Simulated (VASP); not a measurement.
# In (R-3m) in VASP: notebook

The runs below take In through single point, with r2SCAN.

All numbers are computed with VASP 6.6.1; they aren't measurements. Logs are shortened: lines on timing, memory, paths and dates and some standing lists are left out, and cuts for length are marked.

## 1. The cell of the first run

Symmetry: R-3m, No. 166, trigonal system. Conventional cell: a = 4.749 Å, b = 4.749 Å, c = 4.266 Å, α = 90.00°, β = 90.00°, γ = 120.00°. Within 4.1 Å of In (site symmetry -3m) lie 12 In at 3.09 to 3.95 Å.

## 2. Single point, r2SCAN

Contents of POSCAR:

```
In
1.0
    2.3743783868      1.3708480008      1.4218469025
   -2.3743783868      1.3708480008      1.4218469025
    0.0000000000     -2.7416960015      1.4218469025
In
1
Direct
    0.5000000000      0.5000000000      0.5000000000
```

Contents of INCAR.step1:

```
PREC = Accurate
ENCUT = 520
ISMEAR = 0
SIGMA = 0.1
LREAL = F
LASPH = T
NELM = 100
NBANDS = 12
GGA = PE
ALGO = Normal
EDIFF = 1E-4
LWAVE = T
LCHARG = F
```

Contents of INCAR.step2:

```
PREC = Accurate
ENCUT = 520
EDIFF = 1E-7
ISMEAR = 0
SIGMA = 0.1
LREAL = F
LASPH = T
NELM = 100
ALGO = Normal
ISIF = 2
LWAVE = F
LCHARG = F
METAGGA = R2SCAN
LMIXTAU = T
NBANDS = 12
ISTART = 1
```

Contents of KPOINTS:

```
Automatic mesh
0
Gamma
  18 18 18
```

Potentials or basis: VASP PAW PBE potentials, release 64 (In_d).

On the command line:

```console
cat potpaw_PBE.64/In_d/POTCAR > POTCAR
cp INCAR.step1 INCAR
mpirun -np 1 vasp_std > vasp.out
cp INCAR.step2 INCAR
mpirun -np 1 vasp_std > vasp.out
```

OUTCAR:

```text
PREC = Accurate
   ENCUT = 520
   EDIFF = 1E-7
   ISMEAR = 0
   LREAL = F
   LASPH = T
   NELM = 100
   ISIF = 2
   METAGGA = R2SCAN
   ISTART = 1

 ion  position               nearest neighbor table
   1  0.500  0.500  0.500-

  LATTYP: Found a trigonal (rhomboedric) cell.
 ALAT       =     3.0884535903
 COS(alpha) =    -0.1820822529

  Lattice vectors:

 A1 = (   2.3743783868,   1.3708480008,   1.4218469025)
 A2 = (  -2.3743783868,   1.3708480008,   1.4218469025)
 A3 = (   0.0000000000,  -2.7416960015,   1.4218469025)

Analysis of symmetry for initial positions (statically):
=====================================================================
 Subroutine PRICEL returns:
 Original cell was already a primitive cell.

 Routine SETGRP: Setting up the symmetry group for a
 trigonal (rhombohedral) supercell.

 Subroutine GETGRP returns: Found 12 space group operations
 (whereof 12 operations were pure point group operations)
 out of a pool of 12 trial point group operations.

The static configuration has the point symmetry D_3d.

Analysis of symmetry for dynamics (positions and initial velocities):
=====================================================================
 Subroutine PRICEL returns:
 Original cell was already a primitive cell.

 Routine SETGRP: Setting up the symmetry group for a
 trigonal (rhombohedral) supercell.

 Subroutine GETGRP returns: Found 12 space group operations
 (whereof 12 operations were pure point group operations)
 out of a pool of 12 trial point group operations.

The dynamic configuration has the point symmetry D_3d.

 Subroutine INISYM returns: Found 12 space group operations
 (whereof 12 operations are pure point group operations),
 and found     1 'primitive' translations

----------------------------------------------------------------------------------------

                                     Primitive cell

  volume of cell :      27.7679

  direct lattice vectors                    reciprocal lattice vectors
     2.374378387  1.370848001  1.421846903     0.210581432  0.121579246  0.234436867
    -2.374378387  1.370848001  1.421846903    -0.210581432  0.121579246  0.234436867
     0.000000000 -2.741696001  1.421846903     0.000000000 -0.243158493  0.234436867

  length of vectors
     3.088453590  3.088453590  3.088453590     0.337767223  0.337767223  0.337767223

[... 78 lines left out ...]
   EDIFF  = 0.1E-06   stopping-criterion for ELM
   LREAL  =      F    real-space projection
   EDIFFG = 0.1E-05   stopping-criterion for IOM
   NSW    =      0    number of steps for IOM
   IBRION =     -1    ionic relax: 0-MD 1-quasi-New 2-CG
   NFREE  =      0    steps in history (QN), initial steepest desc. (CG)
   ISIF   =      2    stress and relaxation
   ISYM   =      2    0-nonsym 1-usesym 2-fastsym
   POTIM  = 0.5000    time-step for ionic-motion
   TEBEG  =    0.0;   TEEND  =   0.0 temperature during run
   PSTRESS=    0.0 pullay stress
   NELECT =      13.0000    total number of electrons
   NUPDOWN=      -1.0000    fix difference up-down
   EMIN   =  10.00;   EMAX   =-10.00  energy-range for DOS
   EFERMI =   0.00;   METHOD = LEGACY
   ISMEAR =     0;   SIGMA  =   0.10  broadening in eV -4-tet -1-fermi 0-gaus
   EFERMI_NEDOS =   21; number of points for ismear=-14 and -15
   IALGO  =     38    algorithm
   IMIX   =      4    mixing-type and parameters
     AMIX     =   0.40;   BMIX     =  1.00
     AMIX_MAG =   1.60;   BMIX_MAG =  1.00
  volume/ion in A,a.u.               =      27.77       187.39
  Fermi-wavevector in a.u.,A,eV,Ry     =   1.271183  2.402188 21.985749  1.615907
  Thomas-Fermi vector in A             =   2.404130
   LORBIT       =      0    0 simple, 1 ext, 2 COOP (PROOUT), +10 PAW based schemes
   METAGGA = R2SCAN    functional components
   LHFCALC =     F    Hartree Fock is set to
   AEXX    =    0.0000 exact exchange contribution
   IVDW    =     0    specifies the selected vdW correction
   LEPSILON=     F    determine dielectric tensor
   LRPA    =     F    only Hartree local field effects (RPA)
 non-spin polarized calculation
 Gauss-broadening in eV      SIGMA  =   0.10
  energy-cutoff  :      520.00
  volume of cell :       27.77
 maximum number of plane-waves:       767
   NGX = 11   NGY = 11   NGZ = 11

 number of electron      13.0000000 magnetization

 Free energy of the ion-electron system (eV)
  ---------------------------------------------------
  ext. energy  EPLUGINS =         0.00000000
  ---------------------------------------------------
  free energy    TOTEN  =       -22.55722090 eV

  energy without entropy =      -22.55550219  energy(sigma->0) =      -22.55636154

 E-fermi :   6.8145     XC(G=0): -10.6470

 val. band max:        6.8094490746   @ k =  -0.1111   0.3333   0.0556
 cond. band min:       6.8150321947   @ k =  -0.2778  -0.3333   0.1111
 fundamental gap:      0.0055831201
 Fermi energy:         6.8144592897

 k-point     1 :       0.0000    0.0000    0.0000
  band No.  band energies     occupation
      1      -8.7527      2.00000
      2      -8.7527      2.00000
      3      -8.2107      2.00000
      4      -8.1020      2.00000
      5      -8.1020      2.00000
      6      -2.8798      2.00000
      7      14.6675      0.00000
      8      15.5142      0.00000
      9      15.5142      0.00000
     10      18.4966      0.00000
     11      18.4966      0.00000
     12      20.1668      0.00000
[... 331 lines left out ...]
 k-point    24 :      -0.2222    0.0556    0.0000
  band No.  band energies     occupation
      1      -8.7329      2.00000
      2      -8.5746      2.00000
      3      -8.2405      2.00000
      4      -8.1676      2.00000
      5      -8.1216      2.00000
      6      -1.9746      2.00000
      7       9.7494      0.00000
      8      15.5340      0.00000
      9      16.1939      0.00000
     10      19.2193      0.00000
     11      19.9928      0.00000
     12      20.8866      0.00000

 [... further k-points ...]
[... 5 lines left out ...]
  --------------------------------------------------------------------------------------
  -------------------------------------------------------------------------------------
  Total        0.0082900      0.0082900     -0.0040225      0.0000000     -0.0000000      0.0000000
  in kB        0.4783245      0.4783245     -0.2320955      0.0000000     -0.0000000      0.0000000
  external PRESSURE =       0.2415178 kB  Pullay stress =       0.0000000 kB

 VOLUME and BASIS-vectors are now :
 -----------------------------------------------------------------------------
  energy-cutoff  :      520.00
  volume of cell :       27.77
      direct lattice vectors                 reciprocal lattice vectors
     2.374378387  1.370848001  1.421846903     0.210581432  0.121579246  0.234436867
    -2.374378387  1.370848001  1.421846903    -0.210581432  0.121579246  0.234436867
     0.000000000 -2.741696001  1.421846903     0.000000000 -0.243158493  0.234436867

 POSITION                                       TOTAL-FORCE (eV/Angst)
 -----------------------------------------------------------------------------------
      0.00000      0.00000      2.13277         0.000000      0.000000      0.000000
 -----------------------------------------------------------------------------------
    total drift:                                0.000000      0.000000     -0.000000

  FREE ENERGIE OF THE ION-ELECTRON SYSTEM (eV)
  ---------------------------------------------------
  free  energy   TOTEN  =       -22.5572208955 eV

  energy  without entropy=      -22.5555021857  energy(sigma->0) =      -22.55636154
```

OUTCAR.step1:

```text
PREC = Accurate
   ENCUT = 520
   ISMEAR = 0
   LREAL = F
   LASPH = T
[... 576 lines left out ...]

 POSITION                                       TOTAL-FORCE (eV/Angst)
 -----------------------------------------------------------------------------------
      0.00000      0.00000      2.13277         0.000000      0.000000     -0.000000
 -----------------------------------------------------------------------------------
    total drift:                                0.000000      0.000000     -0.000000

  FREE ENERGIE OF THE ION-ELECTRON SYSTEM (eV)
  ---------------------------------------------------
  free  energy   TOTEN  =        -2.5029352391 eV

  energy  without entropy=       -2.5011018602  energy(sigma->0) =       -2.50201855
```

Run time: 3.8 min. Hardware: 1 thread of Intel Xeon Platinum 8124M at 3.00GHz (Skylake/Cascade Lake), shared host; peak memory 0.29 GiB.

What came out:

* Free energy: -22.5572 eV
* Pressure: 0.0 GPa

Caveat: the PAW data sets were made with another functional, which shifts forces and pressure a little; spin-orbit coupling is left out, which moves the levels of the heavy elements.

## 3. Single point, r2SCAN

This run uses another cell than the first one: it holds 12 atoms, not 1.

Contents of POSCAR:

```
In
1.0
    4.0005197918      2.3097011787      7.0294331619
   -4.0005197918      2.3097011787      7.0294331619
    0.0000000000     -4.6194023573      7.0294331619
In
12
Direct
    0.0195347968      0.6413173461      0.0195347968
    0.0195347968      0.0195347968      0.6413173461
    0.6413173461      0.0195347968      0.0195347968
    0.9804652032      0.3586826539      0.9804652032
    0.3586826539      0.9804652032      0.9804652032
    0.9804652032      0.9804652032      0.3586826539
    0.2335576342      0.6141447155      0.2335576342
    0.2335576342      0.2335576342      0.6141447155
    0.6141447155      0.2335576342      0.2335576342
    0.7664423658      0.3858552845      0.7664423658
    0.3858552845      0.7664423658      0.7664423658
    0.7664423658      0.7664423658      0.3858552845
```

Contents of INCAR.step1:

```
SYSTEM = In
PREC = Accurate
ENCUT = 520
ISMEAR = 0
SIGMA = 0.1
LREAL = .False.
LASPH = .True.
NELM = 100
NBANDS = 90
GGA = PE
ALGO = Normal
EDIFF = 1E-4
LWAVE = .True.
LCHARG = .False.
```

Contents of INCAR.step2:

```
SYSTEM = In
PREC = Accurate
ENCUT = 520
EDIFF = 1E-7
ISMEAR = 0
SIGMA = 0.1
LREAL = .False.
LASPH = .True.
NELM = 100
ALGO = Normal
ISIF = 2
LWAVE = .False.
LCHARG = .False.
METAGGA = R2SCAN
LMIXTAU = .True.
NBANDS = 90
ISTART = 1
```

Contents of KPOINTS:

```
Automatic mesh
0
Gamma
  3 3 3
  0 0 0
```

Potentials or basis: VASP PAW PBE potentials, release 64 (In_d).

On the command line:

```console
cat potpaw_PBE.64/In_d/POTCAR > POTCAR
cp INCAR.step1 INCAR
mpirun -np 1 vasp_std > vasp.out
cp INCAR.step2 INCAR
mpirun -np 1 vasp_std > vasp.out
```

Wall time 18 min (1 thread of Intel Xeon Platinum 8488C (Sapphire Rapids), shared host); peak memory 0.7 GiB.

Results (log left out):

```
Free energy            : -270.2886 eV
Pressure               : 0.0 GPa
Largest force          : 0.015 eV/Å
Band gap on the k mesh : zero (band 78 reaches 6.07 eV, above the bottom of band 79 at 4.66 eV)
```

Forces in eV/Å, atoms in the order of the input:
```
In   0.011 -0.006  0.009
In   0.000  0.013  0.009
In  -0.011 -0.006  0.009
In  -0.011  0.006 -0.009
In   0.011  0.006 -0.009
In   0.000 -0.013 -0.009
In   0.001  0.000  0.008
In   0.000  0.001  0.008
In  -0.001  0.000  0.008
In  -0.001  0.000 -0.008
In   0.001  0.000 -0.008
In   0.000 -0.001 -0.008
```

Levels at points of the mesh, in eV from the Fermi level:
| k point | band 74 | band 75 | band 76 | band 77 | band 78 | band 79 | band 80 | band 81 |
| --- | --- | --- | --- | --- | --- | --- | --- | --- |
| (0.00, 0.00, 0.00) | -1.71 | -0.34 | -0.30 | -0.30 | 0.13 | 0.13 | 0.84 | 1.35 |

Caveat: the PAW data sets were made with another functional, which shifts forces and pressure a little; spin-orbit coupling is left out, which moves the levels of the heavy elements.
